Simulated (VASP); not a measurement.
Se: electric field gradients with PBEsol

Se:

```
Se
1.0
     4.36964    0.00000    0.00000
    -2.18482    3.78422    0.00000
     0.00000    0.00000    4.96589
Se
3
Direct
  0.21700 0.00000 0.16667
  0.00000 0.21700 0.83333
  0.78300 0.78300 0.50000
```

This cell differs from its parent crystal: volume scaled by 1.01.

| Item | Value |
| --- | --- |
| Program | VASP 6.6.1 |
| Task | electric field gradients |
| Functional | PBEsol |
| Potentials or basis | VASP PAW PBE potentials, release 64 (Se) |
| Cutoff | 520 eV |
| k mesh | 8 × 8 × 6 |
| Occupations | fermi-dirac, width 0.02 eV |
| Spin | no spin polarisation |
| Dipole correction | no |
| Further INCAR settings | ALGO = Normal; EDIFF = 1e-08; NBANDS = 16 |

```
Pressure               : 2.5 GPa
Largest force          : 0.945 eV/Å
Band gap on the k mesh : 1.04 eV, indirect (least direct gap 1.11 eV)
```

Forces on the atoms (eV/Å):
```
Se   0.945  0.000  0.000
Se  -0.473  0.818  0.000
Se  -0.473 -0.818  0.000
```

Stress tensor (GPa, compression positive):
```
1.80 0.00 0.00
0.00 1.80 0.00
0.00 0.00 3.86
```

Levels at points of the mesh, in eV from the valence-band top:
```csv
k point,band 7,band 8,band 9,band 10,band 11,band 12
"(0.00, 0.00, 0.00)",-2.16,-2.16,-0.39,1.99,1.99,2.40
"(0.50, 0.00, 0.00)",-2.96,-1.95,-1.05,2.01,2.55,4.26
"(0.00, 0.00, 0.50)",-1.56,-1.56,-1.20,1.24,1.35,1.35
"(0.50, 0.00, 0.50)",-1.86,-1.42,0.00,1.49,2.76,3.11
```

Electric field gradients, principal values (V/Å²):
```
atom    least   middle  greatest (by size)
1 Se  149.078  333.933            -483.011
2 Se  149.078  333.933            -483.011
3 Se  149.078  333.933            -483.011
```

It took 58 s on 1 thread of AMD EPYC 7R43 64-Core Processor (Zen 3) (shared host), peak memory 0.18 GiB.

Caveat: without QUAD_EFG the Cq values of the log hold for a quadrupole moment of 1 mb, not for the nuclei; the PAW data sets were made with another functional, which shifts forces and pressure a little. A k mesh can miss the band edges.
